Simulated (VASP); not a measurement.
Set up this calculation in VASP 6.6.1, as the native input.

| Property | Result |
| --- | --- |
| Task | single point |
| Functional | PBE |
| Potentials or basis | VASP PAW PBE potentials, release 64 (B, C) |
| Cutoff | 520 eV |
| k mesh | 4 × 4 × 5 |
| Occupations | gaussian, width 0.2 eV |
| Spin | no spin polarisation |
| Dipole correction | no |
| Further INCAR settings | ALGO = Normal; EDIFF = 1e-06; NBANDS = 22 |

The structure of B3C4 lies in POSCAR:

```
B3C4
1.0
    5.5804648479      0.0000000000      0.0000000000
   -2.7902324239      4.8328243232      0.0000000000
    0.0000000000      0.0000000000      3.3690332990
B C
3 4
Direct
    0.5104520866      0.0209041731      0.0000000000
   -0.0209041731      0.4895479134      0.0000000000
    0.5104520866      0.4895479134      0.0000000000
    0.5489569889      0.7744784944      0.0000000000
    0.6666666667      0.3333333333      0.0000000000
    0.2255215056      0.4510430111      0.0000000000
    0.2255215056      0.7744784944      0.0000000000
```

The input as run:

INCAR

```
SYSTEM = B3C4
PREC     = Accurate       ! precision mode
ENCUT    = 520            ! plane-wave cutoff, eV
EDIFF    = 1E-6           ! SCF threshold, eV
ISMEAR   = 0              ! smearing method
SIGMA    = 0.2            ! smearing width, eV
LREAL    = .FALSE.        ! projectors in reciprocal space
LASPH    = .TRUE.         ! aspherical terms in the spheres
NELM     = 80             ! most SCF steps
ALGO     = Normal         ! electronic algorithm
ISIF     = 2              ! what is computed and relaxed
LWAVE    = .FALSE.        ! write WAVECAR
LCHARG   = .TRUE.         ! write CHGCAR
GGA      = PE             ! functional
LELF     = .TRUE.         ! ELF
LVHAR    = .TRUE.       
NBANDS   = 22             ! bands
```

KPOINTS

```
Automatic mesh
0
G
  4 4 5
  0 0 0
```

Potentials or basis: VASP PAW PBE potentials, release 64 (B, C).

Run with:

```sh
$ cat potpaw_PBE.64/B/POTCAR potpaw_PBE.64/C/POTCAR > POTCAR
$ mpirun -np 1 vasp_std > vasp.out
```

It gave:

```
Pressure               : 0.3 GPa
Largest force          : 0.038 eV/Å
Band gap on the k mesh : zero (an odd number of electrons rules out a gap without spin polarisation)
```

Caveat: the k points lie up to 0.37 Å⁻¹ apart, too coarse for converged energies and pressures of a metal; this functional lacks dispersion, which binds layers or chains, so the pressure and a relaxed spacing across them are unreliable; an odd number of electrons without spin polarisation forces a metal; a magnetic or distorted state may lie lower.

It took 45 s on 1 thread of Oxide Virtual Turin-like Processor (shared host), peak memory 0.17 GiB.
